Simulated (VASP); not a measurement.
# Hf (Im-3m) in VASP: a series of runs

The runs below take Hf through single point, with RPBE.

Program: VASP 6.6.1. These are calculated values, not measurements. Logs are shortened: lines on timing, memory, paths and dates and some standing lists are left out, and cuts for length are marked.

### 1 The cell of the first run

The structure is cubic, space group Im-3m (No. 229). Conventional cell: a = 3.584 Å, b = 3.584 Å, c = 3.584 Å, α = 90.00°, β = 90.00°, γ = 90.00°. Within 4.1 Å of Hf (site symmetry m-3m) lie 14 Hf at 3.10 to 3.58 Å.

### 2 Single point, RPBE

Input file INCAR:

```
ALGO = Normal ; EDIFF = 1E-7
ENCUT = 520 ; GGA = RP
ISIF = 2 ; ISMEAR = -1
LASPH = True ; LCHARG = True
LELF = True ; LREAL = False
LVHAR = True ; LWAVE = False
NBANDS = 11 ; NELM = 60
PREC = Accurate ; SIGMA = 0.1
```

Input file KPOINTS:

```
k-points
0
Gamma
  12 12 12
```

Input file POSCAR:

```
Hf
1.0
   -1.7919242752      1.7919242752      1.7919242752
    1.7919242752     -1.7919242752      1.7919242752
    1.7919242752      1.7919242752     -1.7919242752
Hf
1
Direct
    0.0000000000      0.0000000000      0.0000000000
```

Potentials or basis: VASP PAW PBE potentials, release 64 (Hf_pv).

Launch:

```bash
$ cat potpaw_PBE.64/Hf_pv/POTCAR > POTCAR
$ mpirun -np 1 vasp_std > vasp.out
```

OUTCAR:

```text
EDIFF = 1E-7
   ENCUT = 520
   GGA = RP
   ISIF = 2
   ISMEAR = -1
   LASPH = True
   LREAL = False
   NELM = 60
   PREC = Accurate

 ion  position               nearest neighbor table
   1  0.000  0.000  0.000-

  LATTYP: Found a body centered cubic cell.
 ALAT       =     3.5838485504

  Lattice vectors:

 A1 = (  -1.7919242752,   1.7919242752,   1.7919242752)
 A2 = (   1.7919242752,  -1.7919242752,   1.7919242752)
 A3 = (   1.7919242752,   1.7919242752,  -1.7919242752)

Analysis of symmetry for initial positions (statically):
=====================================================================
 Subroutine PRICEL returns:
 Original cell was already a primitive cell.

 Routine SETGRP: Setting up the symmetry group for a
 body centered cubic supercell.

 Subroutine GETGRP returns: Found 48 space group operations
[... 9 lines left out ...]

 Routine SETGRP: Setting up the symmetry group for a
 body centered cubic supercell.

 Subroutine GETGRP returns: Found 48 space group operations
[... 11 lines left out ...]
                                     Primitive cell

  volume of cell :      23.0154

  direct lattice vectors                    reciprocal lattice vectors
    -1.791924275  1.791924275  1.791924275     0.000000000  0.279029648  0.279029648
     1.791924275 -1.791924275  1.791924275     0.279029648  0.000000000  0.279029648
     1.791924275  1.791924275 -1.791924275     0.279029648  0.279029648  0.000000000

  length of vectors
     3.103703888  3.103703888  3.103703888     0.394607513  0.394607513  0.394607513

  position of ions in fractional coordinates (direct lattice)
     0.000000000  0.000000000  0.000000000

  ion indices of the primitive-cell ions
   primitive index   ion index
                 1           1

----------------------------------------------------------------------------------------

 KPOINTS: k-points

Automatic generation of k-mesh.
 Grid dimensions read from file:
 generate k-points for:   12   12   12

 Generating k-lattice:

  Cartesian coordinates                     Fractional coordinates (reciprocal lattice)
     0.000000000  0.023252471  0.023252471     0.083333333  0.000000000  0.000000000
     0.023252471  0.000000000  0.023252471     0.000000000  0.083333333  0.000000000
[... 52 lines left out ...]
   ISPIN  =      1    spin polarized calculation?
   LNONCOLLINEAR =      F non collinear calculations
   LSORBIT =      F    spin-orbit coupling
   LASPH  =      T    aspherical Exc in radial PAW
   ENCUT  =  520.0 eV  38.22 Ry    6.18 a.u.   5.77  5.77  5.77*2*pi/ulx,y,z
   NELM   =     60;   NELMIN=  2; NELMDL= -5     # of ELM steps
   EDIFF  = 0.1E-06   stopping-criterion for ELM
   LREAL  =      F    real-space projection
   EDIFFG = 0.1E-05   stopping-criterion for IOM
   NSW    =      0    number of steps for IOM
   IBRION =     -1    ionic relax: 0-MD 1-quasi-New 2-CG
   NFREE  =      0    steps in history (QN), initial steepest desc. (CG)
   ISIF   =      2    stress and relaxation
   ISYM   =      2    0-nonsym 1-usesym 2-fastsym
   POTIM  = 0.5000    time-step for ionic-motion
   TEBEG  =    0.0;   TEEND  =   0.0 temperature during run
   PSTRESS=    0.0 pullay stress
   NELECT =      10.0000    total number of electrons
   NUPDOWN=      -1.0000    fix difference up-down
   EMIN   =  10.00;   EMAX   =-10.00  energy-range for DOS
   EFERMI =   0.00;   METHOD = LEGACY
   ISMEAR =    -1;   SIGMA  =   0.10  broadening in eV -4-tet -1-fermi 0-gaus
   EFERMI_NEDOS =   21; number of points for ismear=-14 and -15
   IALGO  =     38    algorithm
   IMIX   =      4    mixing-type and parameters
     AMIX     =   0.40;   BMIX     =  1.00
     AMIX_MAG =   1.60;   BMIX_MAG =  1.00
  volume/ion in A,a.u.               =      23.02       155.32
  Fermi-wavevector in a.u.,A,eV,Ry     =   1.239943  2.343153 20.918407  1.537460
  Thomas-Fermi vector in A             =   2.374405
   LORBIT       =      0    0 simple, 1 ext, 2 COOP (PROOUT), +10 PAW based schemes
   GGA     = RP    functional components
   LHFCALC =     F    Hartree Fock is set to
   AEXX    =    0.0000 exact exchange contribution
   IVDW    =     0    specifies the selected vdW correction
   LEPSILON=     F    determine dielectric tensor
   LRPA    =     F    only Hartree local field effects (RPA)
 non-spin polarized calculation
  energy-cutoff  :      520.00
  volume of cell :       23.02
 maximum number of plane-waves:       638
   NGX = 11   NGY = 11   NGZ = 11

 number of electron      10.0000003 magnetization

 Free energy of the ion-electron system (eV)
  ---------------------------------------------------
  ext. energy  EPLUGINS =         0.00000000
  ---------------------------------------------------
  free energy    TOTEN  =        -9.34921401 eV

  energy without entropy =       -9.28132941  energy(sigma->0) =       -9.31527171

 E-fermi :   4.4937     XC(G=0): -11.0920

 val. band max:        4.4916094778   @ k =  -0.4167  -0.4167   0.1667
 cond. band min:       4.5410081416   @ k =   0.3333   0.1667   0.0833
 fundamental gap:      0.0493986638
 Fermi energy:         4.4937230029

 k-point     1 :       0.0000    0.0000    0.0000
  band No.  band energies     occupation
      1     -25.4986      2.00000
      2     -25.4986      2.00000
      3     -25.4986      2.00000
      4      -2.4554      2.00000
      5       6.0242      0.00000
      6       6.0242      0.00000
      7       6.0242      0.00000
      8       8.7153      0.00000
      9       8.7153      0.00000
     10      17.5920      0.00000
     11      17.5920      0.00000
[... 309 lines left out ...]
 k-point    24 :       0.4167    0.0833    0.0833
  band No.  band energies     occupation
      1     -26.1858      2.00000
      2     -25.7717      2.00000
      3     -25.5499      2.00000
      4       1.7177      2.00000
      5       3.9276      1.99307
      6       5.0388      0.00855
      7       8.7624      0.00000
      8       9.5444      0.00000
      9      12.5073      0.00000
     10      13.2159      0.00000
     11      15.3909      0.00000

 [... further k-points ...]
[... 5 lines left out ...]
  --------------------------------------------------------------------------------------
  -------------------------------------------------------------------------------------
  Total       -0.0585202     -0.0585202     -0.0585202     -0.0000000      0.0000000     -0.0000000
  in kB       -4.0737778     -4.0737778     -4.0737778     -0.0000000      0.0000000     -0.0000000
  external PRESSURE =      -4.0737778 kB  Pullay stress =       0.0000000 kB

 VOLUME and BASIS-vectors are now :
 -----------------------------------------------------------------------------
  energy-cutoff  :      520.00
  volume of cell :       23.02
      direct lattice vectors                 reciprocal lattice vectors
    -1.791924275  1.791924275  1.791924275     0.000000000  0.279029648  0.279029648
     1.791924275 -1.791924275  1.791924275     0.279029648  0.000000000  0.279029648
     1.791924275  1.791924275 -1.791924275     0.279029648  0.279029648  0.000000000

 POSITION                                       TOTAL-FORCE (eV/Angst)
 -----------------------------------------------------------------------------------
      0.00000      0.00000      0.00000         0.000000      0.000000      0.000000
 -----------------------------------------------------------------------------------
    total drift:                               -0.000000      0.000000      0.000000

  FREE ENERGIE OF THE ION-ELECTRON SYSTEM (eV)
  ---------------------------------------------------
  free  energy   TOTEN  =        -9.3492140065 eV

  energy  without entropy=       -9.2813294140  energy(sigma->0) =       -9.31527171
```

OSZICAR:

```text
N       E                     dE             d eps       ncg     rms          rms(c)
DAV:   1     0.134244283234E+02    0.13424E+02   -0.56399E+03  1592   0.835E+02
DAV:   2    -0.917230905936E+01   -0.22597E+02   -0.21830E+02  1951   0.155E+02
DAV:   3    -0.968335506153E+01   -0.51105E+00   -0.50710E+00  1941   0.158E+01
DAV:   4    -0.968547918278E+01   -0.21241E-02   -0.21238E-02  1801   0.125E+00
DAV:   5    -0.968549206009E+01   -0.12877E-04   -0.12876E-04  1974   0.841E-02    0.446E+01
DAV:   6    -0.943325222312E+01    0.25224E+00   -0.22157E-01  1722   0.355E+00    0.259E+01
DAV:   7    -0.935298712377E+01    0.80265E-01   -0.31834E-01  1764   0.410E+00    0.110E+00
DAV:   8    -0.934919327802E+01    0.37938E-02   -0.22192E-02  1833   0.106E+00    0.185E-01
DAV:   9    -0.934920612772E+01   -0.12850E-04   -0.28175E-04  2034   0.154E-01    0.597E-02
DAV:  10    -0.934921410407E+01   -0.79763E-05   -0.28399E-05  1877   0.442E-02    0.343E-02
DAV:  11    -0.934921400959E+01    0.94487E-07   -0.34839E-06  1872   0.139E-02    0.292E-03
DAV:  12    -0.934921400648E+01    0.31032E-08   -0.57278E-08  1303   0.240E-03
   1 F= -.93492140E+01 E0= -.93152717E+01  d E =-.678846E-01
```

Run time: 13 s. Hardware: 1 thread of AMD EPYC 7R13 (Zen 3), shared host; peak memory 0.12 GiB.

Results:

```
Free energy            : -9.3492 eV
Pressure               : -0.4 GPa
Band gap on the k mesh : zero (band 5 reaches 6.02 eV, above the bottom of band 6 at 3.85 eV)
```

Levels at points of the mesh, in eV from the Fermi level:
```csv
k point,band 1,band 2,band 3,band 4,band 5,band 6,band 7,band 8,band 9,band 10
"(0.00, 0.00, 0.00)",-29.99,-29.99,-29.99,-6.95,1.53,1.53,1.53,4.22,4.22,13.10
"(0.50, 0.00, 0.00)",-30.73,-30.23,-30.00,-3.28,-0.43,0.92,4.04,5.01,7.37,9.83
"(0.50, 0.50, 0.50)",-30.51,-30.51,-30.51,-2.45,-2.45,6.58,6.58,6.58,6.98,6.98
```

Caveat: the PAW data sets were made with another functional, which shifts forces and pressure a little; spin-orbit coupling is left out, which moves the levels of the heavy elements.

[end of part 1 of 3]
